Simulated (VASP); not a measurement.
Input of a VASP 6.6.1 run:

Contents of INCAR:

```
PREC = Accurate
ENCUT = 520
EDIFF = 1E-6
ISMEAR = 0
SIGMA = 0.1
LREAL = F
LASPH = T
NELM = 80
ALGO = Normal
ISIF = 2
LWAVE = F
LCHARG = F
GGA = PE
NBANDS = 43
```

File KPOINTS:

```
Automatic mesh
0
Gamma
  8 8 4
```

File POSCAR:

```
Bi3SbO3
1.0
    3.9219787222      0.0000000000      0.0000000000
    0.0000000000      3.9219787222      0.0000000000
    0.0000000000      0.0000000000      9.5957550355
Sb Bi O
1 3 3
Direct
    0.0000000000      0.0000000000      0.3104563103
    0.5000000000      0.5000000000      0.9908993084
    0.0000000000      0.0000000000      0.7243214746
    0.5000000000      0.5000000000      0.4807807779
    0.5000000000      0.0000000000      0.8589821761
    0.0000000000      0.5000000000      0.8589821761
    0.0000000000      0.0000000000      0.1024787768
```

Potentials or basis: VASP PAW PBE potentials, release 64 (Sb, Bi_d, O).

Run with:

```console
$ cat potpaw_PBE.64/Sb/POTCAR potpaw_PBE.64/Bi_d/POTCAR potpaw_PBE.64/O/POTCAR > POTCAR
$ mpirun -np 1 vasp_std > vasp.out
```

Predict the band gap on the k mesh.

zero (band 34 reaches 7.84 eV, above the bottom of band 35 at 6.63 eV).

Estimate the largest force.

0.062 eV/Å.

Predict the pressure.

0.0 GPa.

Forces in eV/Å, atoms in the order of the input:
```
Sb   0.000  0.000  0.062
Bi   0.000  0.000  0.047
Bi   0.000  0.000 -0.020
Bi   0.000  0.000 -0.008
O    0.000  0.000 -0.012
O    0.000  0.000 -0.012
O    0.000  0.000 -0.057
```

Caveat: spin-orbit coupling is left out, which moves the levels of the heavy elements.
